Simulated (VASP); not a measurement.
# F (C2/m) in VASP: a series of runs, part 2 of 2

VASP 6.6.1. Earlier steps stand in the parts before.

### 5 Single point, PBEsol

This run uses another cell than the first one, of the same volume but with other edges.

INCAR

```
SYSTEM = F
PREC = Accurate
ENCUT = 520
EDIFF = 1E-7
ISMEAR = 0
SIGMA = 0.05
LREAL = .FALSE.
LASPH = .TRUE.
NELM = 80
ALGO = Normal
ISIF = 2
LWAVE = .FALSE.
LCHARG = .TRUE.
GGA = PS
LELF = .TRUE.
LVHAR = .TRUE.
NBANDS = 22
```

KPOINTS

```
Automatic mesh
0
G
  4 4 2
  0 0 0
```

POSCAR

```
F
1.0
    3.2545362309     -1.8406745853     -0.2510179105
    3.2545362309      1.8406745853     -0.2510179105
   -2.4560879009      0.0000000000      7.3750948639
F
4
Direct
    0.0848459664      0.0848459664      0.0940038325
    0.9151540336      0.9151540336      0.9059961675
    0.5015719855      0.5015719855      0.5937195244
    0.4984280145      0.4984280145      0.4062804756
```

Potentials or basis: VASP PAW PBE potentials, release 64 (F).

Started as:

```console
$ cat potpaw_PBE.64/F/POTCAR > POTCAR
$ mpirun -np 1 vasp_std > vasp.out
```

OUTCAR:

```text
SYSTEM = F
   PREC = Accurate
   ENCUT = 520
   EDIFF = 1E-7
   ISMEAR = 0
   LREAL = .FALSE.
   LASPH = .TRUE.
   NELM = 80
   ISIF = 2
   GGA = PS

 ion  position               nearest neighbor table
   1  0.085  0.085  0.094-   2 1.45
   2  0.915  0.915  0.906-   1 1.45
   3  0.502  0.502  0.594-   4 1.45
   4  0.498  0.498  0.406-   3 1.45

  LATTYP: Found a base centered monoclinic cell.
 ALAT       =     6.5284044206
 B/A-ratio  =     0.5638972302
 C/A-ratio  =     1.1906910645
 COS(beta)  =    -0.3879892014

  Lattice vectors:

 A1 = (   3.2545362309,  -1.8406745853,  -0.2510179105)
 A2 = (   3.2545362309,   1.8406745853,  -0.2510179105)
 A3 = (  -2.4560879009,   0.0000000000,   7.3750948639)

Analysis of symmetry for initial positions (statically):
=====================================================================
 Subroutine PRICEL returns:
 Original cell was already a primitive cell.

 Routine SETGRP: Setting up the symmetry group for a
 base centered monoclinic supercell.

 Subroutine GETGRP returns: Found  4 space group operations
 (whereof  4 operations were pure point group operations)
 out of a pool of  4 trial point group operations.

The static configuration has the point symmetry C_2h.

Analysis of symmetry for dynamics (positions and initial velocities):
=====================================================================
 Subroutine PRICEL returns:
 Original cell was already a primitive cell.

 Routine SETGRP: Setting up the symmetry group for a
 base centered monoclinic supercell.

 Subroutine GETGRP returns: Found  4 space group operations
 (whereof  4 operations were pure point group operations)
 out of a pool of  4 trial point group operations.

The dynamic configuration has the point symmetry C_2h.

 Subroutine INISYM returns: Found  4 space group operations
 (whereof  4 operations are pure point group operations),
 and found     1 'primitive' translations

----------------------------------------------------------------------------------------

                                     Primitive cell

  volume of cell :      86.0920

  direct lattice vectors                    reciprocal lattice vectors
     3.254536231 -1.840674585 -0.251017910     0.157681895 -0.271639541  0.052511947
     3.254536231  1.840674585 -0.251017910     0.157681895  0.271639541  0.052511947
    -2.456087901  0.000000000  7.375094864     0.010733687  0.000000000  0.139166058

  length of vectors
     3.747412307  3.747412307  7.773312809     0.318447994  0.318447994  0.139579381

  position of ions in fractional coordinates (direct lattice)
     0.084845966  0.084845966  0.094003833
     0.915154034  0.915154034  0.905996167
     0.501571986  0.501571986  0.593719524
     0.498428014  0.498428014  0.406280476

  ion indices of the primitive-cell ions
   primitive index   ion index
                 1           1
                 2           2
                 3           3
                 4           4

[... 21 lines left out ...]
 Subroutine IBZKPT returns following result:
 ===========================================

 Found     14 irreducible k-points:

 Following reciprocal coordinates:
            Coordinates               Weight
  0.000000  0.000000  0.000000      1.000000
  0.250000  0.000000 -0.000000      4.000000
  0.500000  0.000000 -0.000000      2.000000
  0.250000  0.250000 -0.000000      2.000000
  0.500000  0.250000 -0.000000      4.000000
 -0.250000  0.250000  0.000000      2.000000
  0.500000  0.500000 -0.000000      1.000000
  0.000000  0.000000  0.500000      1.000000
  0.250000  0.000000  0.500000      4.000000
  0.500000  0.000000  0.500000      2.000000
  0.250000  0.250000  0.500000      2.000000
  0.500000  0.250000  0.500000      4.000000
 -0.250000  0.250000  0.500000      2.000000
  0.500000  0.500000  0.500000      1.000000
   k-points           NKPTS =     14   k-points in BZ     NKDIM =     14   number of bands    NBANDS=     22
   number of dos      NEDOS =    301   number of ions     NIONS =      4
   total plane-waves  NPLWV =  47040
   dimension x,y,z NGX =    28 NGY =   28 NGZ =   60
   dimension x,y,z NGXF=    56 NGYF=   56 NGZF=  120
   ions per type =               4
   NGX,Y,Z   is equivalent  to a cutoff of  12.42, 12.42, 12.83 a.u.
   NGXF,Y,Z  is equivalent  to a cutoff of  24.84, 24.84, 25.66 a.u.
 SYSTEM =  F
   PREC   = accura    normal or accurate (medium, high low for compatibility)
   ISTART =      0    job   : 0-new  1-cont  2-samecut
   ICHARG =      2    charge: 1-file 2-atom 10-const
   ISPIN  =      1    spin polarized calculation?
   LNONCOLLINEAR =      F non collinear calculations
   LSORBIT =      F    spin-orbit coupling
   LASPH  =      T    aspherical Exc in radial PAW
   ENCUT  =  520.0 eV  38.22 Ry    6.18 a.u.   6.97  6.97 14.45*2*pi/ulx,y,z
   NELM   =     80;   NELMIN=  2; NELMDL= -5     # of ELM steps
   EDIFF  = 0.1E-06   stopping-criterion for ELM
   LREAL  =      F    real-space projection
   EDIFFG = 0.1E-05   stopping-criterion for IOM
   NSW    =      0    number of steps for IOM
   IBRION =     -1    ionic relax: 0-MD 1-quasi-New 2-CG
   NFREE  =      0    steps in history (QN), initial steepest desc. (CG)
   ISIF   =      2    stress and relaxation
   ISYM   =      2    0-nonsym 1-usesym 2-fastsym
   POTIM  = 0.5000    time-step for ionic-motion
   TEBEG  =    0.0;   TEEND  =   0.0 temperature during run
   PSTRESS=    0.0 pullay stress
   NELECT =      28.0000    total number of electrons
   NUPDOWN=      -1.0000    fix difference up-down
   EMIN   =  10.00;   EMAX   =-10.00  energy-range for DOS
   EFERMI =   0.00;   METHOD = LEGACY
   ISMEAR =     0;   SIGMA  =   0.05  broadening in eV -4-tet -1-fermi 0-gaus
   EFERMI_NEDOS =   21; number of points for ismear=-14 and -15
   IALGO  =     38    algorithm
   IMIX   =      4    mixing-type and parameters
     AMIX     =   0.40;   BMIX     =  1.00
     AMIX_MAG =   1.60;   BMIX_MAG =  1.00
  volume/ion in A,a.u.               =      21.52       145.24
  Fermi-wavevector in a.u.,A,eV,Ry     =   1.125831  2.127512 17.245326  1.267496
  Thomas-Fermi vector in A             =   2.262510
   LORBIT       =      0    0 simple, 1 ext, 2 COOP (PROOUT), +10 PAW based schemes
   GGA     = PS    functional components
   LHFCALC =     F    Hartree Fock is set to
   AEXX    =    0.0000 exact exchange contribution
   IVDW    =     0    specifies the selected vdW correction
   LEPSILON=     F    determine dielectric tensor
   LRPA    =     F    only Hartree local field effects (RPA)
 non-spin polarized calculation
 Gauss-broadening in eV      SIGMA  =   0.05
  energy-cutoff  :      520.00
  volume of cell :       86.09
 maximum number of plane-waves:      2338
   NGX = 13   NGY = 13   NGZ = 29

 number of electron      27.9999988 magnetization

 Free energy of the ion-electron system (eV)
  ---------------------------------------------------
  ext. energy  EPLUGINS =         0.00000000
  ---------------------------------------------------
  free energy    TOTEN  =        -7.74475073 eV

  energy without entropy =       -7.74475073  energy(sigma->0) =       -7.74475073

 E-fermi :  -6.0974     XC(G=0):  -6.3228

 val. band max:       -6.3821811476   @ k =   0.5000   0.5000  -0.0000
 cond. band min:      -3.8384305837   @ k =   0.0000   0.0000   0.0000
 fundamental gap:      2.5437505639
 Fermi energy:        -6.0974296896

 k-point     1 :       0.0000    0.0000    0.0000
  band No.  band energies     occupation
      1     -30.6194      2.00000
      2     -30.4760      2.00000
      3     -24.9141      2.00000
      4     -24.7258      2.00000
      5     -12.5501      2.00000
      6     -12.1082      2.00000
[... 339 lines left out ...]
     21       8.2013      0.00000
     22       8.2698      0.00000

------------------------ aborting loop because EDIFF is reached ----------------------------------------

  FORCE on cell =-STRESS in cart. coord.  units (eV):
  Direction    XX          YY          ZZ          XY          YZ          ZX
  --------------------------------------------------------------------------------------
  -------------------------------------------------------------------------------------
  Total       -0.8331161     -0.2790485     -3.4410418      0.0000000      0.0000000     -0.2254846
  in kB      -15.5043414     -5.1931100    -64.0379962      0.0000000      0.0000000     -4.1962830
  external PRESSURE =     -28.2451492 kB  Pullay stress =       0.0000000 kB

 VOLUME and BASIS-vectors are now :
 -----------------------------------------------------------------------------
  energy-cutoff  :      520.00
  volume of cell :       86.09
      direct lattice vectors                 reciprocal lattice vectors
     3.254536231 -1.840674585 -0.251017910     0.157681895 -0.271639541  0.052511947
     3.254536231  1.840674585 -0.251017910     0.157681895  0.271639541  0.052511947
    -2.456087901  0.000000000  7.375094864     0.010733687  0.000000000  0.139166058

 POSITION                                       TOTAL-FORCE (eV/Angst)
 -----------------------------------------------------------------------------------
      0.32139      0.00000      0.65069        -0.550822      0.000000     -1.110111
      3.73160      0.00000      6.22237         0.550822      0.000000      1.110111
      1.80654      0.00000      4.12693         0.388587      0.000000     -1.189409
      2.24644      0.00000      2.74613        -0.388587      0.000000      1.189409
 -----------------------------------------------------------------------------------
    total drift:                                0.000000      0.000000     -0.000000

  FREE ENERGIE OF THE ION-ELECTRON SYSTEM (eV)
  ---------------------------------------------------
  free  energy   TOTEN  =        -7.7447507270 eV

  energy  without entropy=       -7.7447507270  energy(sigma->0) =       -7.74475073
```

OSZICAR:

```text
N       E                     dE             d eps       ncg     rms          rms(c)
DAV:   1     0.187486812859E+03    0.18749E+03   -0.14694E+04   616   0.113E+03
DAV:   2     0.837143598515E+00   -0.18665E+03   -0.18061E+03   852   0.277E+02
DAV:   3    -0.939186296357E+01   -0.10229E+02   -0.10177E+02   730   0.653E+01
DAV:   4    -0.946102175191E+01   -0.69159E-01   -0.69153E-01   664   0.626E+00
DAV:   5    -0.946146421703E+01   -0.44247E-03   -0.44246E-03   688   0.482E-01    0.111E+01
DAV:   6    -0.818046738847E+01    0.12810E+01   -0.42499E-01   628   0.648E+00    0.629E+00
DAV:   7    -0.774619836720E+01    0.43427E+00   -0.57990E-01   628   0.713E+00    0.651E-01
DAV:   8    -0.774452938388E+01    0.16690E-02   -0.75615E-02   664   0.193E+00    0.117E-01
DAV:   9    -0.774462677800E+01   -0.97394E-04   -0.90230E-04   670   0.229E-01    0.702E-02
DAV:  10    -0.774474541129E+01   -0.11863E-03   -0.26603E-04   676   0.131E-01    0.253E-02
DAV:  11    -0.774475101190E+01   -0.56006E-05   -0.30367E-05   682   0.535E-02    0.639E-03
DAV:  12    -0.774475078999E+01    0.22191E-06   -0.34947E-06   676   0.169E-02    0.255E-03
DAV:  13    -0.774475072703E+01    0.62956E-07   -0.61599E-07   670   0.732E-03
   1 F= -.77447507E+01 E0= -.77447507E+01  d E =-.723981E-17
```

stdout:

```text
POSCAR found type information on POSCAR F
 POSCAR found :  1 types and       4 ions
 scaLAPACK will be used
 -----------------------------------------------------------------------------
|                                                                             |
|                                                                             |
|     You enforced a specific xc type in the INCAR file but a different       |
|     I HOPE YOU KNOW WHAT YOU ARE DOING!                                     |
|                                                                             |
 -----------------------------------------------------------------------------

 LDA part: xc-table for (Slater+PW92), standard interpolation
 POSCAR, INCAR and KPOINTS ok, starting setup
 FFT: planning ... GRIDC
 FFT: planning ... GRID_SOFT
 FFT: planning ... GRID
 WAVECAR not read
 entering main loop
```

Wall time 16 s (1 thread of AMD EPYC 9R14 (Zen 4), shared host); peak memory 0.16 GiB.

Results:

```yaml
Free_energy: -7.7448 eV
Pressure: -2.8 GPa
Largest_force: 1.251 eV/Å
Band_gap_on_the_k_mesh: 2.54 eV, indirect (least direct gap 2.61 eV)
```

Forces on the atoms (eV/Å):
```
F   -0.551  0.000 -1.110
F    0.551  0.000  1.110
F    0.389  0.000 -1.189
F   -0.389  0.000  1.189
```

Caveat: the k points lie up to 0.50 Å⁻¹ apart; the PAW data sets were made with another functional, which shifts forces and pressure a little. A k mesh can miss the band edges.

### 6 Single point, PBEsol

This run uses another cell than the first one, of the same volume but with other edges.

INCAR

```
SYSTEM = F
ALGO = Normal ; EDIFF = 1E-6
ENCUT = 520 ; GGA = PS
ISIF = 2 ; ISMEAR = 0
LASPH = .True. ; LCHARG = .False.
LREAL = .False. ; LWAVE = .False.
NBANDS = 22 ; NELM = 100
PREC = Accurate ; SIGMA = 0.05
```

KPOINTS

```
k-points
0
Gamma
  4 4 2
  0 0 0
```

POSCAR

```
F
1.0
    3.3248299054     -1.8211128347     -0.2564395651
    3.3248299054      1.8211128347     -0.2564395651
   -2.5268909175      0.0000000000      7.3041902723
F
4
Direct
    0.0848459664      0.0848459664      0.0940038325
    0.9151540336      0.9151540336      0.9059961675
    0.5015719855      0.5015719855      0.5937195244
    0.4984280145      0.4984280145      0.4062804756
```

Potentials or basis: VASP PAW PBE potentials, release 64 (F).

Started as:

```console
$ cat potpaw_PBE.64/F/POTCAR > POTCAR
$ mpirun -np 1 vasp_std > vasp.out
```

It took 14 s on 1 thread of AMD EPYC 9R14 (Zen 4), shared host; peak memory 0.16 GiB.

Results (log left out):

```
Free energy            : -7.7650 eV
Pressure               : -2.3 GPa
Largest force          : 0.993 eV/Å
Band gap on the k mesh : 2.65 eV, indirect (least direct gap 2.71 eV)
```

Forces in eV/Å, atoms in the order of the input:
```
F   -0.445  0.000 -0.878
F    0.445  0.000  0.878
F    0.322  0.000 -0.939
F   -0.322  0.000  0.939
```

Stress tensor (GPa, compression positive):
```
-1.37  0.00 -0.33
 0.00 -0.51  0.00
-0.33  0.00 -5.09
```

Levels at points of the mesh, in eV from the valence-band top:
```
           k point  band 11  band 12  band 13  band 14  band 15  band 16  band 17  band 18
(0.00, 0.00, 0.00)    -0.30    -0.15    -0.10    -0.07     2.65     3.23     8.59    11.08
(0.50, 0.00, 0.00)    -0.30    -0.25    -0.23    -0.14     2.96     3.03    12.29    12.41
(0.50, 0.50, 0.00)    -0.27    -0.22    -0.14     0.00     2.92     3.02    12.49    12.55
(0.00, 0.00, 0.50)    -0.26    -0.16    -0.14    -0.07     2.89     2.96     9.40     9.41
(0.50, 0.00, 0.50)    -0.39    -0.28    -0.17    -0.05     2.83     3.14    12.20    12.93
(0.50, 0.50, 0.50)    -0.29    -0.19    -0.14    -0.07     2.95     3.02    12.02    12.10
```

Caveat: the k points lie up to 0.50 Å⁻¹ apart; the PAW data sets were made with another functional, which shifts forces and pressure a little.

### 7 Overview

| cell | gap on the mesh (eV) | pressure (GPa) | largest force (eV/Å) |
| --- | --- | --- | --- |
| a = 3.649, b = 3.649, c = 7.869 Å, angles 108.3, 108.3, 62.0°, 4 atoms | 2.34 | -3.8 | 1.76 |
| a = 3.854, b = 3.854, c = 7.687 Å, angles 111.2, 111.2, 55.7°, 4 atoms | 2.75 | -1.8 | 0.73 |
| a = 3.697, b = 3.697, c = 7.820 Å, angles 109.0, 109.0, 60.4°, 4 atoms | 2.44 | -3.3 | 1.51 |
| a = 3.747, b = 3.747, c = 7.773 Å, angles 109.8, 109.8, 58.8°, 4 atoms | 2.54 | -2.8 | 1.25 |
| a = 3.800, b = 3.800, c = 7.729 Å, angles 110.5, 110.5, 57.3°, 4 atoms | 2.65 | -2.3 | 0.99 |

Alike in all rows: task single point; level PBEsol; potentials or basis VASP PAW PBE potentials, release 64 (F); no spin polarisation; k mesh 4 × 4 × 2; cutoff (eV) 520; smearing gaussian 0.05 eV.

Caveats: all runs use coarse meshes; the PAW data sets were made with another functional, which shifts forces and pressure a little.

Total energies depend on the potentials used, so only differences within one code and one set of settings carry meaning.
